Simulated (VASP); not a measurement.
Runs of VASP 6.6.1 on Si. The structure is that of space group Fmmm (No. 69), or close to it. The cells are those of the table. 

| cell | gap on the mesh (eV) | pressure (GPa) | largest force (eV/Å) |
| --- | --- | --- | --- |
| a = 4.686, b = 4.686, c = 4.238 Å, angles 100.8, 100.8, 131.3°, 4 atoms | none | (b) | 7.02 |
| a = 4.773, b = 4.773, c = 4.472 Å, angles 100.1, 100.1, 132.3°, 4 atoms | none | 32.0 | 4.12 |
| a = 4.611, b = 4.611, c = 4.312 Å, angles 100.8, 100.8, 130.5°, 4 atoms | none | 52.2 | 6.76 |
| a = 4.924, b = 4.924, c = 4.323 Å, angles 100.1, 100.1, 133.8°, 4 atoms | none | 31.0 | 4.50 |
| a = 4.848, b = 4.848, c = 4.397 Å, angles 100.1, 100.1, 133.1°, 4 atoms | none | (a) | 4.34 |
| a = 4.762, b = 4.762, c = 4.165 Å, angles 100.8, 100.8, 132.2°, 4 atoms | none | 51.0 | 7.21 |

Alike in all rows: task single point; level PBE; potentials or basis VASP PAW PBE potentials, release 64 (Si); no spin polarisation; k mesh 10 × 10 × 10; cutoff (eV) 520; smearing gaussian 0.05 eV.

**Question.** Estimate the missing entries.

**Answer.** (a) 31.5; (b) 51.7.

Caveats: the cell stands under pressure; forces of over 1 eV/Å act on the atoms, so gaps and moduli don't describe the material at rest; semilocal functionals underestimate gaps, so a narrow gap can read as zero (at least some runs).

A gap of «none» marks levels without a gap at the run's occupations.
